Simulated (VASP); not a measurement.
# MgO (de600): single point with LDA

**The experiment to reproduce.**

“Electronic structure of alkaline earth and post-transition metal oxides”, 2009, arxiv:0908.1581 quotes, for a bulk crystal of MgO: band gap 7.83 eV.

Crystal: MgO (de600).

```
Mg O
1.0
     0.00000    2.08044    2.08044
     2.08044    0.00000    2.08044
     2.08044    2.08044    0.00000
Mg O
1 1
Cartesian
  0.0000 0.0000 0.0000
  2.0804 2.0804 2.0804
```

```json
{
  "Program": "VASP 6.6.1",
  "Task": "single point",
  "Functional": "LDA",
  "Potentials or basis": "VASP PAW LDA potentials, release 64 (Mg, O)",
  "Cutoff": "520 eV",
  "k mesh": "8 × 8 × 8",
  "Occupations": "gaussian, width 0.02 eV",
  "Spin": "no spin polarisation",
  "Dipole correction": "no",
  "Further INCAR settings": "ALGO = Normal; EDIFF = 1e-07; NBANDS = 11"
}
```

The pressure is -1.9 GPa and the band gap on the k mesh is 5.02 eV, direct.

Levels at points of the mesh, in eV from the valence-band top:
| k point | band 2 | band 3 | band 4 | band 5 | band 6 | band 7 |
| --- | --- | --- | --- | --- | --- | --- |
| (0.00, 0.00, 0.00) | 0.00 | 0.00 | 0.00 | 5.02 | 15.72 | 15.72 |
| (0.50, 0.00, 0.00) | -4.86 | -0.71 | -0.71 | 7.96 | 12.82 | 16.37 |
| (0.50, 0.50, 0.00) | -4.31 | -1.43 | -1.43 | 8.92 | 10.10 | 13.28 |

Run time: 2.3 s on 1 thread of Intel(R) Xeon(R) 6975P-C (Granite Rapids) (shared host), peak memory 0.13 GiB.

Against the measured gap of MgO, 7.83 eV (quoted in “Electronic structure of alkaline earth and post-transition metal oxides”, 2009, arxiv:0908.1581), the calculated 5.02 eV is off by -2.81 eV. The value is that of LDA, without temperature or zero-point motion. Semilocal functionals fall short of measured gaps as a rule.
